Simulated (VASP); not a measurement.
ZrBrF, 6 atoms in the cell. Symmetry: Pmmn, No. 59, orthorhombic system. Conventional cell: a = 3.325 Å, b = 4.482 Å, c = 9.152 Å, α = 90.00°, β = 90.00°, γ = 90.00°. Within 3.0 Å of Zr (site symmetry mm2) lie 4 F at 2.25 to 2.46 Å and 2 Br at 2.68 Å. Within 3.5 Å of Br (site symmetry mm2) lie 2 Zr at 2.68 Å and 2 Br at 3.33 Å and 4 F at 3.38 Å. Within 3.0 Å of F (site symmetry mm2) lie 4 Zr at 2.25 to 2.46 Å. 

```yaml
Program: VASP 6.6.1
Task: single point
Functional: PBE
Potentials_or_basis: VASP PAW PBE potentials, release 64 (Zr_sv, Br, F)
Cutoff: 520 eV
k_mesh: 6 × 4 × 2
Occupations: gaussian, width 0.1 eV
Spin: no spin polarisation
Dipole_correction: no
Further_INCAR_settings: ALGO = Normal; EDIFF = 1e-06; NBANDS = 35
```

Potentials or basis: VASP PAW PBE potentials, release 64 (Zr_sv, Br, F).

Launch:

```bash
$ cat potpaw_PBE.64/Zr_sv/POTCAR potpaw_PBE.64/Br/POTCAR potpaw_PBE.64/F/POTCAR > POTCAR
$ mpirun -np 1 vasp_std > vasp.out
```

Hardware: 1 thread of Intel(R) Xeon(R) Platinum 8488C (Sapphire Rapids), on a shared host.

Task: Estimate the wall time of this run.

Result: Wall time 80 s on 1 thread of Intel(R) Xeon(R) Platinum 8488C (Sapphire Rapids), with other jobs on the host, peak memory 0.3 GiB. Counts: scf iterations 15, k points 24.
